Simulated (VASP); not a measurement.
Runs of VASP 6.6.1 on CaSe. The structure is that of space group Fm-3m (No. 225), or close to it. The cells are those of the table. 

| level | cell | smearing | gap on the mesh (eV) | pressure (GPa) |
| --- | --- | --- | --- | --- |
| r2SCAN | a = 4.391 Å, angles 60.0°, 2 atoms | gaussian 0.01 eV | 2.77 | (b) |
| PBE | a = 4.391 Å, angles 60.0°, 2 atoms | fermi-dirac 0.02 eV | 2.30 | -4.5 |
| PBE | a = 4.197, b = 4.320, c = 4.320 Å, angles 58.1, 60.9, 60.9°, 2 atoms | fermi-dirac 0.02 eV | 2.17 | (a) |
| r2SCAN | a = 4.197, b = 4.320, c = 4.320 Å, angles 58.1, 60.9, 60.9°, 2 atoms | gaussian 0.01 eV | 2.63 | -2.1 |

Alike in all rows: task single point; potentials or basis VASP PAW PBE potentials, release 64 (Ca_sv, Se); no spin polarisation; k mesh 8 × 8 × 8; cutoff (eV) 520.

Estimate the missing entries.

(a) -1.5; (b) -5.2.

Caveats: the PAW data sets were made with another functional, which shifts forces and pressure a little (some runs).

A k mesh can miss the band edges, and the runs leave out spin-orbit coupling on Se.
